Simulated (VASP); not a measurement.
Write the native input for VASP 6.6.1 that does the following.

```
Task                   : single point
Functional             : PBE
Potentials or basis    : VASP PAW PBE potentials, release 64 (Mg, Zn, O)
Cutoff                 : 520 eV
k mesh                 : 12 × 12 × 2
Occupations            : gaussian, width 0.02 eV
Spin                   : no spin polarisation
Dipole correction      : no
Further INCAR settings : ALGO = Normal; EDIFF = 1e-06; NBANDS = 41
```

The structure of Mg5ZnO6 lies in POSCAR:

```
Mg5ZnO6
1.0
    3.0187913742      0.0000000000      0.0000000000
   -1.5093956871      2.6143500188      0.0000000000
    0.0000000000      0.0000000000     14.7673278216
Mg Zn O
5 1 6
Direct
    0.3333333333      0.6666666667      0.8323042667
    0.6666666667      0.3333333333      0.1676957333
    0.3333333333      0.6666666667      0.3338966698
    0.0000000000      0.0000000000      0.5000000000
    0.6666666667      0.3333333333      0.6661033302
    0.0000000000      0.0000000000      0.0000000000
    0.6666666667      0.3333333333      0.9133950012
    0.3333333333      0.6666666667      0.0866049988
    0.0000000000      0.0000000000      0.2508633090
    0.6666666667      0.3333333333      0.4169515992
    0.3333333333      0.6666666667      0.5830484008
    0.0000000000      0.0000000000      0.7491366910
```

These files were run (other wordings do the same):

INCAR

```
SYSTEM = Mg5ZnO6
ALGO = Normal ; EDIFF = 1E-6
ENCUT = 520 ; GGA = PE
ISIF = 2 ; ISMEAR = 0
LASPH = .TRUE. ; LCHARG = .TRUE.
LELF = .TRUE. ; LREAL = .FALSE.
LVHAR = .TRUE. ; LWAVE = .FALSE.
NBANDS = 41 ; NELM = 60
PREC = Accurate ; SIGMA = 0.02
```

KPOINTS

```
k-points
0
G
  12 12 2
  0 0 0
```

Potentials or basis: VASP PAW PBE potentials, release 64 (Mg, Zn, O).

Run with:

```console
$ cat potpaw_PBE.64/Mg/POTCAR potpaw_PBE.64/Zn/POTCAR potpaw_PBE.64/O/POTCAR > POTCAR
$ mpirun -np 1 vasp_std > vasp.out
```

It gave:

```
Pressure               : -0.4 GPa
Largest force          : 0.070 eV/Å
Band gap on the k mesh : 3.28 eV
```

Run time: 5.7 min on 1 thread of Intel Xeon 8259CL (shared host), peak memory 0.34 GiB.
